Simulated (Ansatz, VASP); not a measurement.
# VH2: VASP beside Ansatz

File POSCAR:

```
VH2
1.0
    0.0000000000      4.2710000000      4.2710000000
    2.1355000000      0.0000000000      2.1355000000
    2.1355000000      2.1355000000      0.0000000000
V H
2 4
Direct
    0.0000000000      0.0000000000      0.0000000000
    0.5000000000      0.0000000000      0.0000000000
    0.1250000000      0.2500000000      0.2500000000
    0.6250000000      0.2500000000      0.2500000000
    0.3750000000      0.7500000000      0.7500000000
    0.8750000000      0.7500000000      0.7500000000
```

Contents of INCAR.step1:

```
SYSTEM = VH2
PREC = Accurate
ENCUT = 400
EDIFF = 1E-5
ISMEAR = -1
SIGMA = 0.1
LREAL = .False.
LASPH = .True.
NELM = 200
ALGO = Normal
ISIF = 2
LWAVE = .True.
ISPIN = 2
MAGMOM = 0.4 0.4 0 0 0 0
LORBIT = 11
LMAXMIX = 4
GGA = PE
NBANDS = 28
GGA_COMPAT = .False.
```

The input INCAR.step2:

```
SYSTEM = VH2
PREC = Accurate
ENCUT = 400
EDIFF = 1E-6
ISMEAR = -1
SIGMA = 0.1
LREAL = .False.
LASPH = .True.
NELM = 200
ALGO = Normal
ISIF = 2
LWAVE = .False.
LCHARG = .True.
ISPIN = 2
MAGMOM = 0.4 0.4 0 0 0 0
LORBIT = 11
LMAXMIX = 4
GGA = PE
LHFCALC = .True.
HFSCREEN = 0.2079
PRECFOCK = Normal
LELF = .True.
LVHAR = .True.
ISTART = 1
NBANDS = 28
GGA_COMPAT = .False.
```

The input KPOINTS:

```
regular mesh
0
Gamma
  2 4 4
  0 0 0
```

Input for Ansatz:

```yaml
crystal:
  lattice:
    - [0.0, 4.271, 4.271]
    - [2.1355, 0.0, 2.1355]
    - [2.1355, 2.1355, 0.0]
  atoms:
    - { symbol: V, position: [0.0, 0.0, 0.0], spin: 0.4 }
    - { symbol: V, position: [0.5, 0.0, 0.0], spin: 0.4 }
    - { symbol: H, position: [0.125, 0.25, 0.25] }
    - { symbol: H, position: [0.625, 0.25, 0.25] }
    - { symbol: H, position: [0.375, 0.75, 0.75] }
    - { symbol: H, position: [0.875, 0.75, 0.75] }
magnetization:
  spin_polarized: true
hamiltonian:
  xc: hse06
  pseudopotentials: { kind: paw }
basis:
  ecutwfc: 420
kpoints:
  mp_grid: { grid: [2, 4, 4] }
scf:
  occupations: { method: fermi_dirac, width: 0.1 }
  lower_state_search: "off"
output:
  forces: true
  stress: true
  write_density: true
  write_potential: true
  elf: true
  volumetric_format: npy
```

Change from the starting cell: parallel moments scaled by 0.2, plain SCF.

Alike in both runs: task single point; functional HSE06; k mesh 2 × 4 × 4; occupations fermi-dirac, width 0.1 eV; collinear spin.

```csv
,VASP,Ansatz
version,VASP 6.6.1,Ansatz 0.2.0
potentials or method,"VASP PAW PBE potentials, release 64 (V_sv, H), cutoff 400 eV","PAW, plane waves, scalar-relativistic"
valence electrons in the cell,30,30
```

|  | VASP | Ansatz | Ansatz less VASP |
| --- | --- | --- | --- |
| pressure (GPa) | 1.6 | 3.2 | +1.61 |
| net moment per atom (μB) | 0.54 | 0.54 | 0.000 |
| size of the moment on the site where the two differ most (μB) | 1.62 | 1.23 | -0.386 |

Site moments also hang on the region over which each program counts them. Ansatz's warnings: filled band counts differ across k points, stability check not made, stress exchange threshold loose, stress scf threshold loose.

The k mesh is coarse, so the values compare programs but aren't converged.
